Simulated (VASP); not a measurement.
## Ga2Te3O: relaxation of cell and atoms with PBE

Crystal: Ga2Te3O.

```
Ga Te O
1.0
     6.19507    0.00000    0.00000
    -3.09753    5.36509    0.00000
     0.00000    0.00000    4.57556
Ga Te O
2 3 1
Direct
  0.66667 0.33333 0.49615
  0.33333 0.66667 0.49615
  0.00000 0.50000 0.99502
  0.50000 0.00000 0.99502
  0.50000 0.50000 0.99502
  0.00000 0.00000 0.19263
```

The cell was built from a structure type or drawn by symmetry, and may not be a known phase.

```yaml
Program: VASP 6.6.1
Task: relaxation of cell and atoms
Functional: PBE
Potentials_or_basis: VASP PAW PBE potentials, release 64 (Ga_d, Te, O)
Cutoff: 600 eV
k_mesh: 3 × 3 × 4
Occupations: gaussian, width 0.1 eV
Spin: no spin polarisation
Dipole_correction: no
Further_INCAR_settings: ALGO = Normal; EDIFF = 1e-06; IBRION = 2; EDIFFG = -0.04; NSW = 90; ISIF = 3
```

The relaxed volume is 29.95 Å³/atom, the relaxed cell is a = 5.947 Å, b = 5.947 Å, c = 5.867 Å, α = 90.00°, β = 90.00°, γ = 120.00° and the space group after relaxing (to 0.1 Å) is P6mm (No. 183). The energy gained by relaxing is 179.0 meV/atom and the ionic steps are 15. The pressure after relaxing is 0.1 GPa. The largest force after relaxing is 0.039 eV/Å.

Forces in eV/Å, atoms in the order of the input:
```
Ga   0.000  0.000  0.039
Ga   0.000  0.000  0.039
Te   0.000  0.000 -0.013
Te   0.000  0.000 -0.013
Te   0.000  0.000 -0.013
O    0.000  0.000 -0.039
```

Step by step:
```
step  energy change (eV)  largest force (eV/Å)  pressure (GPa)  volume (Å³)
   1              0.0000                0.5625            5.41       152.08
   2             -0.3384                0.5216           -0.21       171.69
   3             -0.3394                0.5183           -0.50       173.17
   4             -0.4203                0.5359           -0.60       173.38
   5             -0.5898                0.5542           -0.70       173.51
   6             -0.8937                0.4840            0.75       171.77
   7             -0.8653                0.5280            0.30       172.56
   8             -0.8973                0.4914            0.63       171.96
   9             -0.9564                0.3772           -0.81       179.97
  10             -0.9585                0.3629           -1.06       181.53
  11             -1.0114                0.2867           -0.85       181.09
  12             -1.0725                0.0681           -0.12       180.06
  13             -1.0731                0.0536            0.00       179.92
  14             -1.0731                0.0474           -0.03       179.96
  15             -1.0743                0.0394            0.06       179.70
```

Final structure:
```cif
data_structure
_symmetry_space_group_name_H-M 'P 1'
_symmetry_Int_Tables_number 1
_cell_length_a 5.9473
_cell_length_b 5.9473
_cell_length_c 5.8666
_cell_angle_alpha 90.000
_cell_angle_beta 90.000
_cell_angle_gamma 120.000
_cell_volume 179.70
loop_
_atom_site_label
_atom_site_type_symbol
_atom_site_fract_x
_atom_site_fract_y
_atom_site_fract_z
_atom_site_occupancy
Ga1 Ga 0.66667 0.33333 0.48097 1
Ga2 Ga 0.33333 0.66667 0.48097 1
Te1 Te 0.00000 0.50000 0.04657 1
Te2 Te 0.50000 0.00000 0.04657 1
Te3 Te 0.50000 0.50000 0.04657 1
O1 O 0.00000 0.00000 0.06834 1
```

Levels at points of the mesh, in eV from the Fermi level:
```
           k point  band 23  band 24  band 25  band 26  band 27  band 28
(0.00, 0.00, 0.00)    -0.61    -0.16    -0.16     0.80     0.82     0.82
(0.00, 0.00, 0.50)    -0.52    -0.12    -0.12     1.27     2.11     2.11
```

Run time: 7.3 min on 1 thread of Intel(R) Xeon(R) 6975P-C (Granite Rapids), with other jobs on the host, peak memory 0.35 GiB.

Caveat: the k points lie up to 0.41 Å⁻¹ apart in the final cell; the volume moved by over 15 % at a fixed basis, so the end points are rough; spin-orbit coupling is left out, which moves the levels of the heavy elements.
